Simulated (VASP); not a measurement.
# Zr8N9 (a cell with a defect) in VASP: single point with PBE

Aim: the single point of Zr8N9 (a cell with a defect) with PBE.

All numbers are computed with VASP 6.6.1; they aren't measurements. Logs are shortened: lines on timing, memory, paths and dates and some standing lists are left out, and cuts for length are marked.

**1. The cell of the first run**

The cell holds a defect, 17 atoms: a = 6.474 Å, b = 6.474 Å, c = 6.474 Å, α = 60.00°, β = 60.00°, γ = 60.00°.

**2. Single point, PBE**

INCAR reads:

```
SYSTEM = Zr8N9
PREC = Accurate
ENCUT = 520
EDIFF = 1E-6
ISMEAR = -1
SIGMA = 0.05
LREAL = Auto
LASPH = .True.
NELM = 80
ALGO = Normal
ISIF = 2
LWAVE = .False.
LCHARG = .False.
GGA = PE
NBANDS = 84
```

KPOINTS reads:

```
regular mesh
0
Gamma
  3 3 3
  0 0 0
```

POSCAR reads:

```
Zr8N9
1.0
    0.0000000000      4.5780000000      4.5780000000
    4.5780000000      0.0000000000      4.5780000000
    4.5780000000      4.5780000000      0.0000000000
Zr N
8 9
Direct
    0.2531662298      0.2492343818      0.2489775011
    0.2493457842      0.2519991263      0.7495043687
    0.2493468764      0.7497577545      0.2517415902
    0.2493456750      0.7497628877      0.7495049148
    0.7488188073      0.2492344910      0.2489789209
    0.7488158585      0.2492330712      0.7533298384
    0.7488137833      0.7535925076      0.2489728047
    0.7515813674      0.7497596112      0.7495049148
   -0.0456273482      0.0155117955      0.0152422455
    0.0007379860     -0.0021809742      0.5009007208
    0.0007324159      0.5011616426     -0.0024272608
    0.0007271734      0.5011509393      0.5008912189
    0.5150695719      0.0155092835      0.0152377676
    0.5150794015      0.0155164919      0.4545267584
    0.5150863914      0.4547762123      0.0152558978
    0.4974179773      0.5011580384      0.5008948231
    0.3749091306      0.8753082132     -0.1249388379
```

Potentials or basis: VASP PAW PBE potentials, release 64 (Zr_sv, N).

Command:

```bash
$ cat potpaw_PBE.64/Zr_sv/POTCAR potpaw_PBE.64/N/POTCAR > POTCAR
$ mpirun -np 1 vasp_std > vasp.out
```

OUTCAR:

```text
SYSTEM = Zr8N9
   PREC = Accurate
   ENCUT = 520
   EDIFF = 1E-6
   ISMEAR = -1
   LREAL = Auto
   LASPH = .True.
   NELM = 80
   ISIF = 2
   GGA = PE

 ion  position               nearest neighbor table
   1  0.253  0.249  0.249-  14 2.15  15 2.15  13 2.15  12 2.31  11 2.31  10 2.31   7 3.21   6 3.21
                             5 3.21   3 3.24   2 3.24   4 3.24   4 3.24   2 3.24   3 3.24   5 3.27
   2  0.249  0.252  0.750-  17 1.99  11 2.28  16 2.28  12 2.28  13 2.44   9 2.44  14 2.44   3 3.22
                             8 3.22   4 3.22   1 3.24   5 3.24   6 3.24   6 3.24   5 3.24   1 3.24
   3  0.249  0.750  0.252-  17 1.99  10 2.28  16 2.28  12 2.28  15 2.44   9 2.44  13 2.44   2 3.22
                             8 3.22   4 3.22   1 3.24   5 3.24   7 3.24   7 3.24   5 3.24   1 3.24
   4  0.249  0.750  0.750-  17 1.99  10 2.28  11 2.28  16 2.28   9 2.44  14 2.44  15 2.44   2 3.22
                             3 3.22   8 3.22   1 3.24   7 3.24   6 3.24   6 3.24   7 3.24   1 3.24
   5  0.749  0.249  0.249-  15 2.15  14 2.15   9 2.15  16 2.31  11 2.31  10 2.31   7 3.21   6 3.21
                             1 3.21   3 3.24   2 3.24   8 3.24   8 3.24   2 3.24   3 3.24   1 3.27
   6  0.749  0.249  0.753-   9 2.15  13 2.15  15 2.15  12 2.31  16 2.31  10 2.31   7 3.21   1 3.21
                             5 3.21   8 3.24   2 3.24   4 3.24   4 3.24   2 3.24   8 3.24   5 3.27
   7  0.749  0.754  0.249-   9 2.15  14 2.15  13 2.15  16 2.31  11 2.31  12 2.31   6 3.21   1 3.21
                             5 3.21   8 3.24   4 3.24   3 3.24   4 3.24   3 3.24   8 3.24   5 3.27
   8  0.752  0.750  0.750-  17 1.99  10 2.28  11 2.28  12 2.28  15 2.44  14 2.44  13 2.44   2 3.22
                             3 3.22   4 3.22   6 3.24   7 3.24   5 3.24   5 3.24   7 3.24   6 3.24
   9  0.954  0.016  0.015-   5 2.15   6 2.15   7 2.15   2 2.44   3 2.44   4 2.44
  10  0.001  0.998  0.501-   4 2.28   8 2.28   3 2.28   5 2.31   6 2.31   1 2.31
  11  0.001  0.501  0.998-   4 2.28   8 2.28   2 2.28   7 2.31   1 2.31   5 2.31
  12  0.001  0.501  0.501-   8 2.28   3 2.28   2 2.28   6 2.31   1 2.31   7 2.31
  13  0.515  0.016  0.015-   1 2.15   6 2.15   7 2.15   2 2.44   3 2.44   8 2.44
  14  0.515  0.016  0.455-   5 2.15   1 2.15   7 2.15   2 2.44   8 2.44   4 2.44
  15  0.515  0.455  0.015-   5 2.15   1 2.15   6 2.15   3 2.44   8 2.44   4 2.44
  16  0.497  0.501  0.501-   4 2.28   3 2.28   2 2.28   7 2.31   6 2.31   5 2.31
  17  0.375  0.875  0.875-   4 1.99   8 1.99   3 1.99   2 1.99

  LATTYP: Found a face centered cubic cell.
 ALAT       =     9.1560000000

  Lattice vectors:

 A1 = (   0.0000000000,   4.5780000000,   4.5780000000)
 A2 = (   4.5780000000,   0.0000000000,   4.5780000000)
 A3 = (   4.5780000000,   4.5780000000,   0.0000000000)

Analysis of symmetry for initial positions (statically):
=====================================================================
 Subroutine PRICEL returns:
 Original cell was already a primitive cell.

 Routine SETGRP: Setting up the symmetry group for a
 face centered cubic supercell.

 Subroutine GETGRP returns: Found  1 space group operations
 (whereof  1 operations were pure point group operations)
 out of a pool of 48 trial point group operations.

The static configuration has the point symmetry C_1 .

Analysis of symmetry for dynamics (positions and initial velocities):
=====================================================================
 Subroutine PRICEL returns:
 Original cell was already a primitive cell.

 Routine SETGRP: Setting up the symmetry group for a
 face centered cubic supercell.

 Subroutine GETGRP returns: Found  1 space group operations
 (whereof  1 operations were pure point group operations)
 out of a pool of 48 trial point group operations.

The dynamic configuration has the point symmetry C_1 .

 Subroutine INISYM returns: Found  1 space group operations
 (whereof  1 operations are pure point group operations),
 and found     1 'primitive' translations

----------------------------------------------------------------------------------------

                                     Primitive cell

  volume of cell :     191.8922

  direct lattice vectors                    reciprocal lattice vectors
     0.000000000  4.578000000  4.578000000    -0.109217999  0.109217999  0.109217999
     4.578000000  0.000000000  4.578000000     0.109217999 -0.109217999  0.109217999
     4.578000000  4.578000000  0.000000000     0.109217999  0.109217999 -0.109217999

  length of vectors
     6.474269689  6.474269689  6.474269689     0.189171124  0.189171124  0.189171124

  position of ions in fractional coordinates (direct lattice)
     0.253166230  0.249234382  0.248977501
     0.249345784  0.251999126  0.749504369
[... 50 lines left out ...]

  Length of vectors
     0.063057041  0.063057041  0.063057041

  Shift w.r.t. Gamma in fractional coordinates (k-lattice)
     0.000000000  0.000000000  0.000000000

 Subroutine IBZKPT returns following result:
 ===========================================

 Found     14 irreducible k-points:

 Following reciprocal coordinates:
            Coordinates               Weight
  0.000000  0.000000  0.000000      1.000000
  0.333333  0.000000  0.000000      2.000000
  0.000000  0.333333  0.000000      2.000000
  0.000000  0.000000  0.333333      2.000000
  0.333333  0.333333  0.333333      2.000000
  0.333333  0.333333  0.000000      2.000000
  0.000000  0.333333  0.333333      2.000000
  0.333333  0.000000  0.333333      2.000000
 -0.333333  0.333333  0.000000      2.000000
  0.000000 -0.333333  0.333333      2.000000
  0.333333  0.000000 -0.333333      2.000000
  0.333333  0.333333 -0.333333      2.000000
 -0.333333  0.333333 -0.333333      2.000000
  0.333333 -0.333333 -0.333333      2.000000
   k-points           NKPTS =     14   k-points in BZ     NKDIM =     14   number of bands    NBANDS=     84
   number of dos      NEDOS =    301   number of ions     NIONS =     17
   total plane-waves  NPLWV = 110592
   dimension x,y,z NGX =    48 NGY =   48 NGZ =   48
   dimension x,y,z NGXF=    96 NGYF=   96 NGZF=   96
   ions per type =               8   9
   NGX,Y,Z   is equivalent  to a cutoff of  12.33, 12.33, 12.33 a.u.
   NGXF,Y,Z  is equivalent  to a cutoff of  24.65, 24.65, 24.65 a.u.
 SYSTEM =  Zr8N9
   PREC   = accura    normal or accurate (medium, high low for compatibility)
   ISTART =      0    job   : 0-new  1-cont  2-samecut
   ICHARG =      2    charge: 1-file 2-atom 10-const
   ISPIN  =      1    spin polarized calculation?
   LNONCOLLINEAR =      F non collinear calculations
   LSORBIT =      F    spin-orbit coupling
   LASPH  =      T    aspherical Exc in radial PAW
   ENCUT  =  520.0 eV  38.22 Ry    6.18 a.u.  12.04 12.04 12.04*2*pi/ulx,y,z
   NELM   =     80;   NELMIN=  2; NELMDL= -5     # of ELM steps
   EDIFF  = 0.1E-05   stopping-criterion for ELM
   LREAL  =      T    real-space projection
   EDIFFG = 0.1E-04   stopping-criterion for IOM
   NSW    =      0    number of steps for IOM
   IBRION =     -1    ionic relax: 0-MD 1-quasi-New 2-CG
   NFREE  =      0    steps in history (QN), initial steepest desc. (CG)
   ISIF   =      2    stress and relaxation
   ISYM   =      2    0-nonsym 1-usesym 2-fastsym
   POTIM  = 0.5000    time-step for ionic-motion
   TEBEG  =    0.0;   TEEND  =   0.0 temperature during run
   PSTRESS=    0.0 pullay stress
   NELECT =     141.0000    total number of electrons
   NUPDOWN=      -1.0000    fix difference up-down
   EMIN   =  10.00;   EMAX   =-10.00  energy-range for DOS
   EFERMI =   0.00;   METHOD = LEGACY
   ISMEAR =    -1;   SIGMA  =   0.05  broadening in eV -4-tet -1-fermi 0-gaus
   EFERMI_NEDOS =   21; number of points for ismear=-14 and -15
   IALGO  =     38    algorithm
   IMIX   =      4    mixing-type and parameters
     AMIX     =   0.40;   BMIX     =  1.00
     AMIX_MAG =   1.60;   BMIX_MAG =  1.00
  volume/ion in A,a.u.               =      11.29        76.17
  Fermi-wavevector in a.u.,A,eV,Ry     =   1.477277  2.791650 29.692658  2.182349
  Thomas-Fermi vector in A             =   2.591701
   LORBIT       =      0    0 simple, 1 ext, 2 COOP (PROOUT), +10 PAW based schemes
   GGA     = PE    functional components
   LHFCALC =     F    Hartree Fock is set to
   AEXX    =    0.0000 exact exchange contribution
   IVDW    =     0    specifies the selected vdW correction
   LEPSILON=     F    determine dielectric tensor
   LRPA    =     F    only Hartree local field effects (RPA)
 non-spin polarized calculation
  energy-cutoff  :      520.00
  volume of cell :      191.89
 maximum number of plane-waves:      5188
   NGX = 25   NGY = 25   NGZ = 25

 number of electron     140.9999999 magnetization

 Free energy of the ion-electron system (eV)
  ---------------------------------------------------
  ext. energy  EPLUGINS =         0.00000000
  ---------------------------------------------------
  free energy    TOTEN  =      -167.82947088 eV

  energy without entropy =     -167.77124005  energy(sigma->0) =     -167.80035546

 E-fermi :  12.0776     XC(G=0): -12.6806

 val. band max:       12.0510121188   @ k =   0.0000  -0.3333   0.3333
 cond. band min:      12.1927918366   @ k =   0.3333   0.3333   0.3333
 fundamental gap:      0.1417797177
 Fermi energy:        12.0775920994

 k-point     1 :       0.0000    0.0000    0.0000
  band No.  band energies     occupation
      1     -37.2688      2.00000
      2     -37.1459      2.00000
      3     -37.1459      2.00000
      4     -37.1458      2.00000
      5     -37.0236      2.00000
      6     -36.9387      2.00000
[... 1179 lines left out ...]
     81      15.0338      0.00000
     82      15.0880      0.00000
 [bands above 82 left out]

------------------------ aborting loop because EDIFF is reached ----------------------------------------

  FORCE on cell =-STRESS in cart. coord.  units (eV):
  Direction    XX          YY          ZZ          XY          YZ          ZX
  --------------------------------------------------------------------------------------
  -------------------------------------------------------------------------------------
  Total       22.6701418     22.6702475     22.6705606      0.0005138      0.0027474     -0.0005744
  in kB      189.2811905    189.2820731    189.2846868      0.0042895      0.0229390     -0.0047956
  external PRESSURE =     189.2826502 kB  Pullay stress =       0.0000000 kB

 VOLUME and BASIS-vectors are now :
 -----------------------------------------------------------------------------
  energy-cutoff  :      520.00
  volume of cell :      191.89
      direct lattice vectors                 reciprocal lattice vectors
     0.000000000  4.578000000  4.578000000    -0.109217999  0.109217999  0.109217999
     4.578000000  0.000000000  4.578000000     0.109217999 -0.109217999  0.109217999
     4.578000000  4.578000000  0.000000000     0.109217999  0.109217999 -0.109217999

 POSITION                                       TOTAL-FORCE (eV/Angst)
 -----------------------------------------------------------------------------------
      2.28081      2.29881      2.29999         0.011514     -0.011178     -0.011269
      4.58488      4.57274      2.29516         0.023855     -0.023365      0.023419
      4.58486      2.29398      4.57390         0.024783      0.024191     -0.024068
      6.86365      4.57274      4.57392        -0.025815     -0.026527     -0.026175
      2.28082      4.56792      4.56909         0.011491      0.011142      0.011110
      4.58973      6.87682      4.56907        -0.011251     -0.011117      0.011088
[... 9 lines left out ...]
      4.58740      4.57028      4.57148         0.001897     -0.001983     -0.002105
      8.01319      5.72236      5.72349         0.000637     -0.000041      0.000216
 -----------------------------------------------------------------------------------
    total drift:                               -0.003683      0.000014     -0.001177

  FREE ENERGIE OF THE ION-ELECTRON SYSTEM (eV)
  ---------------------------------------------------
  free  energy   TOTEN  =      -167.8294708766 eV

  energy  without entropy=     -167.7712400471  energy(sigma->0) =     -167.80035546
```

Wall time 9.2 min (1 thread of Intel Xeon Platinum 8375C at 2.90GHz (Ice Lake), shared host); peak memory 0.39 GiB.

Results:

```
Free energy   : -167.8295 eV
Pressure      : 18.9 GPa
Largest force : 0.045 eV/Å
```

Forces in eV/Å, atoms in the order of the input:
```
Zr   0.012 -0.011 -0.011
Zr   0.024 -0.023  0.023
Zr   0.025  0.024 -0.024
Zr  -0.026 -0.027 -0.026
Zr   0.011  0.011  0.011
Zr  -0.011 -0.011  0.011
Zr  -0.011  0.011 -0.011
Zr  -0.025  0.026  0.026
N   -0.006  0.006  0.006
N   -0.001  0.001 -0.001
N   -0.002 -0.002  0.002
N    0.002  0.002  0.002
N   -0.006 -0.006 -0.006
N    0.006  0.006 -0.007
N    0.006 -0.007  0.007
N    0.002 -0.002 -0.002
N    0.001  0.000  0.000
```

Caveat: the k points lie up to 0.40 Å⁻¹ apart.
